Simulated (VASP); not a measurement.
The system is TeAs.

```xyz
2
Lattice="0.0000 2.9700 2.9700 2.9700 0.0000 2.9700 2.9700 2.9700 0.0000" Properties=species:S:1:pos:R:3 pbc="T T T"
Te    0.0000    0.0000    0.0000
As    2.9700    2.9700    2.9700
```

* Program: VASP 6.6.1
* Task: relaxation of cell and atoms
* Functional: LDA
* Potentials or basis: VASP PAW LDA potentials, release 64 (Te, As)
* Cutoff: 500 eV
* k mesh: 14 × 14 × 14
* Occupations: fermi-dirac, width 0.02 eV
* Spin: no spin polarisation

At the start: pressure -4.2 GPa; volume 26.20 Å³/atom.

Where does the relaxation end?

Over 3 steps the energy falls by 22.6 meV/atom and the volume is 24.56 Å³/atom (-6.2 %); space group Fm-3m (No. 225, to 0.1 Å) before and after.

The path:
| step | energy change (eV) | largest force (eV/Å) | pressure (GPa) | volume (Å³) |
| --- | --- | --- | --- | --- |
| 1 | 0.0000 | 0.0000 | -4.16 | 52.40 |
| 2 | -0.0300 | 0.0000 | 2.94 | 47.40 |
| 3 | -0.0452 | 0.0000 | -0.02 | 49.13 |

Final structure:
```cif
data_structure
_symmetry_space_group_name_H-M 'P 1'
_symmetry_Int_Tables_number 1
_cell_length_a 4.1110
_cell_length_b 4.1110
_cell_length_c 4.1110
_cell_angle_alpha 60.000
_cell_angle_beta 60.000
_cell_angle_gamma 60.000
_cell_volume 49.13
loop_
_atom_site_label
_atom_site_type_symbol
_atom_site_fract_x
_atom_site_fract_y
_atom_site_fract_z
_atom_site_occupancy
Te1 Te 0.00000 0.00000 0.00000 1
As1 As 0.50000 0.50000 0.50000 1
```
